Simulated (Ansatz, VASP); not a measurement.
## KF in VASP and in Ansatz

```
K F
1.0
     0.00000    2.71038    2.71038
     2.71038    0.00000    2.71038
     2.71038    2.71038    0.00000
K F
1 1
Direct
  0.00000 0.00000 0.00000
  0.50000 0.50000 0.50000
```

Alike in both runs: functional PBE; k mesh 8 × 8 × 8; no spin polarisation.

Ansatz relaxed the structure, and its values are those at the end. VASP's run is a single point on that final structure, the one shown.

|  | VASP | Ansatz |
| --- | --- | --- |
| version | VASP 6.6.1 | Ansatz 0.2.0 |
| potentials or method | VASP PAW PBE potentials, release 64 (K_sv, F), cutoff 520 eV | scalar-relativistic, plane waves, PAW |
| occupations | gaussian, width 0.01 eV | fixed |
| valence electrons in the cell | 16 | 16 |

```csv
,VASP,Ansatz,Ansatz less VASP
gap on the k mesh at the Fermi level (eV),5.95,5.96,+0.015
least direct gap on the mesh (eV),5.95,5.96,+0.015
pressure (GPa),0.0,0.0,-0.01
```
